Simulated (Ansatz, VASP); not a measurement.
GaSb in VASP and in Ansatz

```
Ga Sb
1.0
     0.00000    3.05595    3.05595
     3.05595    0.00000    3.05595
     3.05595    3.05595    0.00000
Ga Sb
1 1
Direct
  0.00000 0.00000 0.00000
  0.25000 0.25000 0.25000
```

Alike in both runs: functional PBEsol; k mesh 12 × 12 × 12; occupations gaussian, width 0.1 eV; no spin polarisation.

Ansatz relaxed the structure, and its values are those at the end. VASP's run is a single point on that final structure, the one shown.

|  | VASP | Ansatz |
| --- | --- | --- |
| version | VASP 6.6.1 | Ansatz 0.2.0 |
| potentials or method | VASP PAW PBE potentials, release 64 (Ga_d, Sb), cutoff 520 eV | scalar-relativistic, plane waves, PAW |
| valence electrons in the cell | 18 | 28 |

Ansatz gave:

```
gap on the k mesh at the Fermi level (eV) : none
pressure (GPa)                            : 0.0
```

Task: Estimate VASP's values.

Result: gap on the k mesh at the Fermi level (eV): none; pressure (GPa): 0.1.

VASP's potentials were made for PBE, not for PBEsol, and Ansatz warns of the same on its side. A gap of «none» marks a metal or a gap that the smearing closes. With one functional, cell and mesh, what is left measures potentials, basis and numerics. VASP's potentials hold 18 valence electrons a cell and Ansatz's 28, so a difference there can come from the potentials and not from the codes.

Spin-orbit coupling is off throughout.
